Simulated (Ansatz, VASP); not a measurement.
# NbAs: VASP beside Ansatz

File INCAR:

```
SYSTEM = NbAs
PREC = Accurate
ENCUT = 520
EDIFF = 1E-7
ISMEAR = -1
SIGMA = 0.05
LREAL = .False.
LASPH = .True.
NELM = 80
ALGO = Normal
ISIF = 2
LWAVE = .False.
LCHARG = .True.
GGA = PS
LELF = .True.
LVHAR = .True.
NBANDS = 26
```

File KPOINTS:

```
Automatic mesh
0
Gamma
  11 11 11
  0 0 0
```

POSCAR

```
NbAs
1.0
   -1.7142667651      1.7142667651      5.8008041881
    1.7142667651     -1.7142667651      5.8008041881
    1.7142667651      1.7142667651     -5.8008041881
Nb As
2 2
Direct
    0.5000000000      0.0000000000      0.5000000000
    0.7500000000      0.7500000000      0.0000000000
    0.9160000000      0.4160000000      0.5000000000
    0.1660000000      0.1660000000      0.0000000000
```

The input input.yaml:

```yaml
crystal:
  lattice:
    - [-1.7142667651, 1.7142667651, 5.8008041881]
    - [1.7142667651, -1.7142667651, 5.8008041881]
    - [1.7142667651, 1.7142667651, -5.8008041881]
  atoms:
    - { symbol: Nb, position: [0.5, 0.0, 0.5] }
    - { symbol: Nb, position: [0.75, 0.75, 0.0] }
    - { symbol: As, position: [0.916, 0.416, 0.5] }
    - { symbol: As, position: [0.166, 0.166, 0.0] }
kpoints:
  mp_grid: { grid: [11, 11, 11] }
scf:
  occupations: { method: fermi_dirac, width: 0.05 }
hamiltonian:
  xc: pbesol
  pseudopotentials: { kind: all_electron, lapw: { basis_error: 0.002 } }
output:
  forces: true
  stress: true
  eigenvalues: true
```

Change from the starting cell: volume scaled by 0.98.

Alike in both runs: task single point; functional PBEsol; k mesh 11 × 11 × 11; occupations fermi-dirac, width 0.05 eV; no spin polarisation.

```csv
,VASP,Ansatz
version,VASP 6.6.1,Ansatz 0.2.0
potentials or method,"VASP PAW PBE potentials, release 64 (Nb_sv, As), cutoff 520 eV","all-electron LAPW, scalar-relativistic"
```

|  | VASP | Ansatz | Ansatz less VASP |
| --- | --- | --- | --- |
| gap on the k mesh at the Fermi level (eV) | none | none | - |
| pressure (GPa) | 1.4 | 1.2 | -0.19 |
| traceless stress, the component that is largest in VASP (GPa) | 0.38 | 0.43 | +0.049 |
| rms of the force components (eV/Å) | 0.183 | 0.181 | -0.0015 |

VASP's potentials were made for PBE, not for PBEsol. Atom by atom the forces differ by 0.001 eV/Å (rms over components). A gap of «none» marks a metal or a gap that the smearing closes. Ansatz ran all-electron here, and VASP with PAW potentials.
